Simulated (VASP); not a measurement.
# Si (a cell with a defect) in VASP: notebook

Runs on Si (a cell with a defect). Level: PBE. Tasks: single point, relaxation of the atoms.

Program: VASP 6.6.1. These are calculated values, not measurements. Logs are shortened: lines on timing, memory, paths and dates and some standing lists are left out, and cuts for length are marked.

## (1) The cell of the first run

The cell holds a defect, 17 atoms: a = 7.679 Å, b = 7.679 Å, c = 7.679 Å, α = 60.00°, β = 60.00°, γ = 60.00°.

## (2) Single point, PBE

INCAR reads:

```
SYSTEM = Si
ALGO = Normal ; EDIFF = 1E-6
ENCUT = 520 ; GGA = PE
ISIF = 2 ; ISMEAR = 0
LASPH = .TRUE. ; LCHARG = .TRUE.
LELF = .TRUE. ; LREAL = Auto
LVHAR = .TRUE. ; LWAVE = .FALSE.
NBANDS = 48 ; NELM = 60
PREC = Accurate ; SIGMA = 0.05
```

KPOINTS reads:

```
k-points
0
G
  2 2 2
  0 0 0
```

POSCAR reads:

```
Si
1.0
    0.0000000000      5.4300000000      5.4300000000
    5.4300000000      0.0000000000      5.4300000000
    5.4300000000      5.4300000000      0.0000000000
Si
17
Direct
   -0.0063536530      0.0021657223      0.0019512857
    0.1218497702      0.1279923274      0.1280138932
    0.0004209016     -0.0012361721      0.5002761410
    0.1220852716      0.1281607210      0.6216243714
    0.0003349865      0.5003360455     -0.0010637352
    0.1219858172      0.6219924565      0.1280365498
    0.0005178751      0.5005211730      0.5003134064
    0.1249936094      0.6249916544      0.6251010446
    0.5019440422      0.0019457364      0.0018079761
    0.6250786671      0.1250941705      0.1241062442
    0.5023975875      0.0024017948      0.4926510466
    0.6280594944      0.1280589961      0.6215624941
    0.5021587267      0.4936616506      0.0019483908
    0.6279927169      0.6218529214      0.1280138331
    0.4987665634      0.5004213557      0.5002756170
    0.6281582941      0.6220912679      0.6216236412
    0.3750917289      0.8751063785      0.8741179000
```

Potentials or basis: VASP PAW PBE potentials, release 64 (Si).

The run is started by

```console
> cat potpaw_PBE.64/Si/POTCAR > POTCAR
> mpirun -np 1 vasp_std > vasp.out
```

OUTCAR:

```text
SYSTEM = Si
   EDIFF = 1E-6
   ENCUT = 520
   GGA = PE
   ISIF = 2
   ISMEAR = 0
   LASPH = .TRUE.
   LREAL = Auto
   NELM = 60
   PREC = Accurate

 ion  position               nearest neighbor table
   1  0.994  0.002  0.002-  10 2.31   2 2.38   6 2.38   4 2.38  17 2.39
   2  0.122  0.128  0.128-   3 2.33   5 2.33   1 2.38   9 2.38  17 2.75
   3  0.000  0.999  0.500-   2 2.33  12 2.33   4 2.34   8 2.34
   4  0.122  0.128  0.622-   7 2.33   3 2.34  11 2.38   1 2.38  17 2.74
   5  0.000  0.500  0.999-  14 2.33   2 2.33   6 2.34   8 2.34
   6  0.122  0.622  0.128-   7 2.33   5 2.34  13 2.38   1 2.38  17 2.75
   7  0.001  0.501  0.500-   6 2.33  16 2.33   4 2.33   8 2.34
   8  0.125  0.625  0.625-   7 2.34   3 2.34  15 2.34   5 2.34
   9  0.502  0.002  0.002-  10 2.31  14 2.38   2 2.38  12 2.38  17 2.39
  10  0.625  0.125  0.124-  11 2.31  13 2.31   1 2.31   9 2.31
  11  0.502  0.002  0.493-  10 2.31  12 2.38  16 2.38   4 2.38  17 2.39
  12  0.628  0.128  0.622-   3 2.33  15 2.33  11 2.38   9 2.38  17 2.75
  13  0.502  0.494  0.002-  10 2.31  14 2.38   6 2.38  16 2.38  17 2.39
  14  0.628  0.622  0.128-  15 2.33   5 2.33  13 2.38   9 2.38  17 2.75
  15  0.499  0.500  0.500-  14 2.33  12 2.33  16 2.34   8 2.34
  16  0.628  0.622  0.622-   7 2.33  15 2.34  11 2.38  13 2.38  17 2.74
  17  0.375  0.875  0.874-   9 2.39  13 2.39   1 2.39  11 2.39   4 2.74  16 2.74  12 2.75   6 2.75
                             2 2.75  14 2.75

  LATTYP: Found a face centered cubic cell.
 ALAT       =    10.8600000000

  Lattice vectors:

 A1 = (   0.0000000000,   5.4300000000,   5.4300000000)
 A2 = (   5.4300000000,   0.0000000000,   5.4300000000)
 A3 = (   5.4300000000,   5.4300000000,   0.0000000000)

Analysis of symmetry for initial positions (statically):
=====================================================================
 Subroutine PRICEL returns:
 Original cell was already a primitive cell.

 Routine SETGRP: Setting up the symmetry group for a
 face centered cubic supercell.

 Subroutine GETGRP returns: Found  1 space group operations
 (whereof  1 operations were pure point group operations)
 out of a pool of 48 trial point group operations.

The static configuration has the point symmetry C_1 .

Analysis of symmetry for dynamics (positions and initial velocities):
=====================================================================
 Subroutine PRICEL returns:
 Original cell was already a primitive cell.

 Routine SETGRP: Setting up the symmetry group for a
 face centered cubic supercell.

 Subroutine GETGRP returns: Found  1 space group operations
 (whereof  1 operations were pure point group operations)
 out of a pool of 48 trial point group operations.

The dynamic configuration has the point symmetry C_1 .

 Subroutine INISYM returns: Found  1 space group operations
 (whereof  1 operations are pure point group operations),
 and found     1 'primitive' translations

----------------------------------------------------------------------------------------

                                     Primitive cell

  volume of cell :     320.2060

  direct lattice vectors                    reciprocal lattice vectors
     0.000000000  5.430000000  5.430000000    -0.092081031  0.092081031  0.092081031
     5.430000000  0.000000000  5.430000000     0.092081031 -0.092081031  0.092081031
     5.430000000  5.430000000  0.000000000     0.092081031  0.092081031 -0.092081031

  length of vectors
     7.679179644  7.679179644  7.679179644     0.159489025  0.159489025  0.159489025

  position of ions in fractional coordinates (direct lattice)
     0.993646347  0.002165722  0.001951286
     0.121849770  0.127992327  0.128013893
     0.000420902  0.998763828  0.500276141
     0.122085272  0.128160721  0.621624371
     0.000334987  0.500336045  0.998936265
     0.121985817  0.621992457  0.128036550
[... 9 lines left out ...]
     0.628158294  0.622091268  0.621623641
     0.375091729  0.875106378  0.874117900

  ion indices of the primitive-cell ions
   primitive index   ion index
                 1           1
                 2           2
                 3           3
                 4           4
                 5           5
                 6           6
[... 9 lines left out ...]
                16          16
                17          17

----------------------------------------------------------------------------------------

 KPOINTS: k-points

Automatic generation of k-mesh.
 Grid dimensions read from file:
 generate k-points for:    2    2    2

 Generating k-lattice:

  Cartesian coordinates                     Fractional coordinates (reciprocal lattice)
    -0.046040516  0.046040516  0.046040516     0.500000000  0.000000000  0.000000000
     0.046040516 -0.046040516  0.046040516     0.000000000  0.500000000  0.000000000
     0.046040516  0.046040516 -0.046040516     0.000000000  0.000000000  0.500000000

  Length of vectors
     0.079744512  0.079744512  0.079744512

  Shift w.r.t. Gamma in fractional coordinates (k-lattice)
     0.000000000  0.000000000  0.000000000

 Subroutine IBZKPT returns following result:
 ===========================================

 Found      8 irreducible k-points:

 Following reciprocal coordinates:
            Coordinates               Weight
  0.000000  0.000000  0.000000      1.000000
  0.500000  0.000000  0.000000      1.000000
  0.000000  0.500000  0.000000      1.000000
  0.000000  0.000000  0.500000      1.000000
  0.500000  0.500000  0.500000      1.000000
  0.500000  0.500000  0.000000      1.000000
  0.000000  0.500000  0.500000      1.000000
  0.500000  0.000000  0.500000      1.000000
   k-points           NKPTS =      8   k-points in BZ     NKDIM =      8   number of bands    NBANDS=     48
   number of dos      NEDOS =    301   number of ions     NIONS =     17
   total plane-waves  NPLWV = 216000
   dimension x,y,z NGX =    60 NGY =   60 NGZ =   60
   dimension x,y,z NGXF=   120 NGYF=  120 NGZF=  120
   ions per type =              17
   NGX,Y,Z   is equivalent  to a cutoff of  12.99, 12.99, 12.99 a.u.
   NGXF,Y,Z  is equivalent  to a cutoff of  25.98, 25.98, 25.98 a.u.
 SYSTEM =  Si
   PREC   = accura    normal or accurate (medium, high low for compatibility)
   ISTART =      0    job   : 0-new  1-cont  2-samecut
   ICHARG =      2    charge: 1-file 2-atom 10-const
   ISPIN  =      1    spin polarized calculation?
   LNONCOLLINEAR =      F non collinear calculations
   LSORBIT =      F    spin-orbit coupling
   LASPH  =      T    aspherical Exc in radial PAW
   ENCUT  =  520.0 eV  38.22 Ry    6.18 a.u.  14.28 14.28 14.28*2*pi/ulx,y,z
   NELM   =     60;   NELMIN=  2; NELMDL= -5     # of ELM steps
   EDIFF  = 0.1E-05   stopping-criterion for ELM
   LREAL  =      T    real-space projection
   EDIFFG = 0.1E-04   stopping-criterion for IOM
   NSW    =      0    number of steps for IOM
   IBRION =     -1    ionic relax: 0-MD 1-quasi-New 2-CG
   NFREE  =      0    steps in history (QN), initial steepest desc. (CG)
   ISIF   =      2    stress and relaxation
   ISYM   =      2    0-nonsym 1-usesym 2-fastsym
   POTIM  = 0.5000    time-step for ionic-motion
   TEBEG  =    0.0;   TEEND  =   0.0 temperature during run
   PSTRESS=    0.0 pullay stress
   NELECT =      68.0000    total number of electrons
   NUPDOWN=      -1.0000    fix difference up-down
   EMIN   =  10.00;   EMAX   =-10.00  energy-range for DOS
   EFERMI =   0.00;   METHOD = LEGACY
   ISMEAR =     0;   SIGMA  =   0.05  broadening in eV -4-tet -1-fermi 0-gaus
   EFERMI_NEDOS =   21; number of points for ismear=-14 and -15
   IALGO  =     38    algorithm
   IMIX   =      4    mixing-type and parameters
     AMIX     =   0.40;   BMIX     =  1.00
     AMIX_MAG =   1.60;   BMIX_MAG =  1.00
  volume/ion in A,a.u.               =      18.84       127.11
  Fermi-wavevector in a.u.,A,eV,Ry     =   0.976715  1.845724 12.979587  0.953973
  Thomas-Fermi vector in A             =   2.107356
   LORBIT       =      0    0 simple, 1 ext, 2 COOP (PROOUT), +10 PAW based schemes
   GGA     = PE    functional components
   LHFCALC =     F    Hartree Fock is set to
   AEXX    =    0.0000 exact exchange contribution
   IVDW    =     0    specifies the selected vdW correction
   LEPSILON=     F    determine dielectric tensor
   LRPA    =     F    only Hartree local field effects (RPA)
 non-spin polarized calculation
 Gauss-broadening in eV      SIGMA  =   0.05
  energy-cutoff  :      520.00
  volume of cell :      320.21
 maximum number of plane-waves:      8646
 NGX is ok and might be reduce to    60
   NGX = 29   NGY = 29   NGZ = 29

 number of electron      68.0000001 magnetization

 Free energy of the ion-electron system (eV)
  ---------------------------------------------------
  ext. energy  EPLUGINS =         0.00000000
  ---------------------------------------------------
  free energy    TOTEN  =       -87.99596411 eV

  energy without entropy =      -87.98602350  energy(sigma->0) =      -87.99099380

 E-fermi :   6.9101     XC(G=0):  -9.6744

 val. band max:        6.6766595390   @ k =   0.0000   0.0000   0.0000
 cond. band min:       6.9257402172   @ k =   0.5000   0.0000   0.5000
 fundamental gap:      0.2490806782
 Fermi energy:         6.9100814892

 k-point     1 :       0.0000    0.0000    0.0000
  band No.  band energies     occupation
      1      -6.3182      2.00000
      2      -3.7724      2.00000
      3      -3.6284      2.00000
      4      -3.6276      2.00000
      5      -3.6273      2.00000
      6      -2.8079      2.00000
[... 38 lines left out ...]
     45       8.1215      0.00000
     46       9.0624      0.00000

 k-point     2 :       0.5000    0.0000    0.0000
  band No.  band energies     occupation
      1      -5.9163      2.00000
      2      -4.9549      2.00000
      3      -3.5712      2.00000
      4      -3.4273      2.00000
      5      -3.4249      2.00000
      6      -2.9557      2.00000
[... 38 lines left out ...]
     45       9.8140      0.00000
     46       9.9578      0.00000

 k-point     3 :       0.0000    0.5000    0.0000
  band No.  band energies     occupation
      1      -5.9163      2.00000
      2      -4.9549      2.00000
      3      -3.5712      2.00000
      4      -3.4273      2.00000
      5      -3.4249      2.00000
      6      -2.9557      2.00000
[... 38 lines left out ...]
     45       9.8140      0.00000
     46       9.9579      0.00000

 k-point     4 :       0.0000    0.0000    0.5000
  band No.  band energies     occupation
      1      -5.9158      2.00000
      2      -4.9561      2.00000
      3      -3.5716      2.00000
      4      -3.4259      2.00000
      5      -3.4251      2.00000
      6      -2.9552      2.00000
[... 38 lines left out ...]
     45       9.8133      0.00000
     46       9.9555      0.00000

 k-point     5 :       0.5000    0.5000    0.5000
  band No.  band energies     occupation
      1      -5.9166      2.00000
      2      -4.9543      2.00000
      3      -3.5710      2.00000
      4      -3.4275      2.00000
      5      -3.4255      2.00000
      6      -2.9559      2.00000
[... 38 lines left out ...]
     45       9.8142      0.00000
     46       9.9593      0.00000

 k-point     6 :       0.5000    0.5000    0.0000
  band No.  band energies     occupation
      1      -5.7828      2.00000
      2      -4.7237      2.00000
      3      -3.9902      2.00000
      4      -3.8775      2.00000
      5      -3.8773      2.00000
      6      -3.6276      2.00000
[... 38 lines left out ...]
     45      10.1238      0.00000
     46      10.1247      0.00000

 k-point     7 :       0.0000    0.5000    0.5000
  band No.  band energies     occupation
      1      -5.7828      2.00000
      2      -4.7237      2.00000
      3      -3.9902      2.00000
      4      -3.8778      2.00000
      5      -3.8772      2.00000
      6      -3.6276      2.00000
[... 38 lines left out ...]
     45      10.1226      0.00000
     46      10.1261      0.00000

 k-point     8 :       0.5000    0.0000    0.5000
  band No.  band energies     occupation
      1      -5.7828      2.00000
      2      -4.7237      2.00000
      3      -3.9902      2.00000
      4      -3.8778      2.00000
      5      -3.8772      2.00000
      6      -3.6276      2.00000
[... 38 lines left out ...]
     45      10.1225      0.00000
     46      10.1261      0.00000
 [bands above 46 left out]

------------------------ aborting loop because EDIFF is reached ----------------------------------------

  FORCE on cell =-STRESS in cart. coord.  units (eV):
  Direction    XX          YY          ZZ          XY          YZ          ZX
  --------------------------------------------------------------------------------------
  -------------------------------------------------------------------------------------
  Total       10.6784229     10.6780415     10.6806627     -0.0004746      0.0031430      0.0032792
  in kB       53.4303738     53.4284654     53.4415811     -0.0023746      0.0157264      0.0164079
  external PRESSURE =      53.4334735 kB  Pullay stress =       0.0000000 kB

 VOLUME and BASIS-vectors are now :
 -----------------------------------------------------------------------------
  energy-cutoff  :      520.00
  volume of cell :      320.21
      direct lattice vectors                 reciprocal lattice vectors
     0.000000000  5.430000000  5.430000000    -0.092081031  0.092081031  0.092081031
     5.430000000  0.000000000  5.430000000     0.092081031 -0.092081031  0.092081031
     5.430000000  5.430000000  0.000000000     0.092081031  0.092081031 -0.092081031

 POSITION                                       TOTAL-FORCE (eV/Angst)
 -----------------------------------------------------------------------------------
      0.02236      5.40610      5.40726        -0.002438     -0.004792     -0.000005
      1.39011      1.35676      1.35664        -0.014543     -0.002816      0.003746
      8.13979      2.71878      5.42557        -0.004358      0.012398     -0.009540
      4.07133      4.03834      1.35884        -0.000793      0.009802     -0.003164
      8.14105      5.42604      2.71864        -0.009611     -0.009527      0.013101
      4.07266      1.35762      4.03980        -0.005422     -0.005379      0.011037
[... 9 lines left out ...]
      6.75337      6.78632      6.78886         0.009954     -0.000868     -0.003226
      9.49829      6.78321      6.78858        -0.000123     -0.000102     -0.000751
 -----------------------------------------------------------------------------------
    total drift:                                0.008414      0.008404     -0.002128

  FREE ENERGIE OF THE ION-ELECTRON SYSTEM (eV)
  ---------------------------------------------------
  free  energy   TOTEN  =       -87.9959641078 eV

  energy  without entropy=      -87.9860234958  energy(sigma->0) =      -87.99099380
```

Wall time 2.6 min (1 thread of AMD EPYC 9R45 (Zen 5), shared host); peak memory 0.43 GiB.

Results:

* Free energy: -87.9960 eV
* Pressure: 5.3 GPa
* Largest force: 0.019 eV/Å
* Band gap on the k mesh: zero (bands 34 and 35 overlap by 0.25 eV)

Forces in eV/Å, atoms in the order of the input:
```
Si  -0.002 -0.005  0.000
Si  -0.015 -0.003  0.004
Si  -0.004  0.012 -0.010
Si  -0.001  0.010 -0.003
Si  -0.010 -0.010  0.013
Si  -0.005 -0.005  0.011
Si   0.009  0.009  0.005
Si   0.000  0.000  0.000
Si   0.004  0.004  0.008
Si   0.003  0.003  0.000
Si   0.005  0.005 -0.008
Si   0.002  0.002 -0.010
Si  -0.005 -0.002  0.000
Si  -0.003 -0.015  0.004
Si   0.012 -0.004 -0.009
Si   0.010 -0.001 -0.003
Si   0.000  0.000 -0.001
```

Levels at points of the mesh, in eV from the Fermi level:
```
           k point  band 32  band 33  band 34  band 35  band 36  band 37
(0.00, 0.00, 0.00)    -0.82    -0.82    -0.24    -0.24    -0.23     0.09
(0.50, 0.00, 0.00)    -1.43    -1.43    -0.34     0.53     0.54     0.90
(0.00, 0.50, 0.00)    -1.43    -1.43    -0.34     0.53     0.54     0.90
(0.00, 0.00, 0.50)    -1.43    -1.43    -0.34     0.54     0.54     0.90
(0.50, 0.50, 0.50)    -1.43    -1.43    -0.35     0.53     0.54     0.90
(0.50, 0.50, 0.00)    -1.89    -0.99     0.02     0.72     1.02     1.03
(0.00, 0.50, 0.50)    -1.89    -0.99     0.02     0.72     1.02     1.03
(0.50, 0.00, 0.50)    -1.89    -0.99     0.02     0.72     1.02     1.03
```

Caveat: the k points lie up to 0.50 Å⁻¹ apart.

## (3) Single point, PBE

INCAR reads:

```
SYSTEM = Si
PREC = Accurate
ENCUT = 520
EDIFF = 1E-6
ISMEAR = 0
SIGMA = 0.05
LREAL = Auto
LASPH = .TRUE.
NELM = 100
ALGO = Normal
ISIF = 2
LWAVE = .FALSE.
LCHARG = .FALSE.
GGA = PE
NBANDS = 48
```

KPOINTS reads:

```
regular mesh
0
G
  2 2 2
  0 0 0
```

POSCAR reads:

```
Si
1.0
    0.0000000000      5.4300000000      5.4300000000
    5.4300000000      0.0000000000      5.4300000000
    5.4300000000      5.4300000000      0.0000000000
Si
17
Direct
   -0.0001225890      0.0000509580     -0.0001260282
    0.1243849113      0.1247464075      0.1244514490
    0.0023081623      0.0031791704      0.4969704172
    0.1235549349      0.1248874313      0.6262509715
    0.0028225994      0.4969995142      0.0029477363
    0.1242496367      0.6263229817      0.1243596977
    0.0023401956      0.4972234822      0.4968891674
    0.1305439303      0.6230680356      0.6230327945
    0.4969377693      0.0031340318      0.0023933214
    0.6262715262      0.1248293157      0.1236052744
    0.4960396944      0.0037968191      0.4960614136
    0.6221358878      0.1318674809      0.6222008520
    0.4968062243      0.4971638570      0.0024799309
    0.6228895753      0.6229812627      0.1308061642
    0.4991874498      0.5005082170      0.4994508632
    0.6220717202      0.6234892052      0.6222010889
    0.7490590213      0.7504861996      0.7493119859
```

Potentials or basis: VASP PAW PBE potentials, release 64 (Si).

The run is started by

```console
> cat potpaw_PBE.64/Si/POTCAR > POTCAR
> mpirun -np 1 vasp_std > vasp.out
```

Wall time 2.5 min (1 thread of AMD EPYC 9R45 (Zen 5), shared host); peak memory 0.44 GiB.

The run converged. Its results:

```
Free energy            : -87.9958 eV
Pressure               : 5.3 GPa
Largest force          : 0.022 eV/Å
Band gap on the k mesh : zero (bands 34 and 35 overlap by 0.25 eV)
```

Forces in eV/Å, atoms in the order of the input:
```
Si   0.000  0.003  0.001
Si  -0.012  0.007 -0.009
Si  -0.007 -0.013 -0.006
Si  -0.002  0.016  0.010
Si  -0.002 -0.018 -0.004
Si   0.010  0.014  0.013
Si   0.005 -0.010  0.003
Si  -0.010  0.001  0.007
Si  -0.005 -0.013 -0.008
Si   0.010  0.014 -0.002
Si   0.001  0.014 -0.001
Si   0.002 -0.003  0.002
Si   0.005 -0.011  0.005
Si   0.006  0.000 -0.009
Si  -0.001  0.001 -0.001
Si  -0.005 -0.004 -0.005
Si   0.004  0.003  0.004
```

Levels at points of the mesh, in eV from the Fermi level:
```csv
k point,band 30,band 31,band 32,band 33,band 34,band 35,band 36,band 37,band 38,band 39
"(0.00, 0.00, 0.00)",-1.75,-0.82,-0.82,-0.82,-0.24,-0.24,-0.23,0.08,0.09,0.41
"(0.50, 0.00, 0.00)",-1.58,-1.58,-1.43,-1.43,-0.34,0.54,0.54,0.90,0.90,1.29
"(0.00, 0.50, 0.00)",-1.58,-1.57,-1.43,-1.43,-0.34,0.53,0.54,0.89,0.90,1.29
"(0.00, 0.00, 0.50)",-1.58,-1.58,-1.43,-1.43,-0.34,0.54,0.54,0.90,0.90,1.29
"(0.50, 0.50, 0.50)",-1.58,-1.57,-1.43,-1.43,-0.34,0.54,0.54,0.89,0.90,1.29
"(0.50, 0.50, 0.00)",-2.02,-2.02,-1.89,-0.99,0.02,0.72,1.02,1.03,1.15,1.90
"(0.00, 0.50, 0.50)",-2.02,-2.02,-1.89,-0.99,0.02,0.72,1.02,1.03,1.15,1.90
"(0.50, 0.00, 0.50)",-2.02,-2.02,-1.89,-0.99,0.01,0.72,1.02,1.03,1.14,1.90
```

Caveat: the k points lie up to 0.50 Å⁻¹ apart.

(Part 1 of 3 ends here.)
